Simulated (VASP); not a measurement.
Set up this calculation in VASP 6.6.1, as the native input.

- Task: single point
- Functional: PBE
- Potentials or basis: VASP PAW PBE potentials, release 64 (As, Bi_d)
- Cutoff: 520 eV
- k mesh: 14 × 14 × 14
- Occupations: fermi-dirac, width 0.05 eV
- Spin: no spin polarisation
- Dipole correction: no
- Further INCAR settings: ALGO = Normal; EDIFF = 1e-06; NBANDS = 17

The structure of BiAs (zincblende type) lies in POSCAR:

```
BiAs
1.0
    0.0000000000      3.3531471192      3.3531471192
    3.3531471192      0.0000000000      3.3531471192
    3.3531471192      3.3531471192      0.0000000000
As Bi
1 1
Direct
    0.0000000000      0.0000000000      0.0000000000
    0.2500000000      0.2500000000      0.2500000000
```

The input as run:

INCAR

```
SYSTEM = BiAs
  PREC = Accurate
  ENCUT = 520
  EDIFF = 1E-6
  ISMEAR = -1
  SIGMA = 0.05
  LREAL = .FALSE.
  LASPH = .TRUE.
  NELM = 60
  ALGO = Normal
  ISIF = 2
  LWAVE = .FALSE.
  LCHARG = .FALSE.
  GGA = PE
  NBANDS = 17
```

KPOINTS

```
Automatic mesh
0
G
  14 14 14
  0 0 0
```

Potentials or basis: VASP PAW PBE potentials, release 64 (As, Bi_d).

Launch:

```bash
$ cat potpaw_PBE.64/As/POTCAR potpaw_PBE.64/Bi_d/POTCAR > POTCAR
$ mpirun -np 1 vasp_std > vasp.out
```

It gave:

```json
{
 "Pressure": "0.0 GPa",
 "Band gap on the k mesh": "zero (bands 10 and 11 overlap by 0.78 eV)"
}
```

Caveat: spin-orbit coupling is left out, which moves the levels of the heavy elements.

Run time: 50 s on 1 thread of AMD EPYC 9R45 96-Core Processor (Zen 5), with other jobs on the host, peak memory 0.27 GiB.
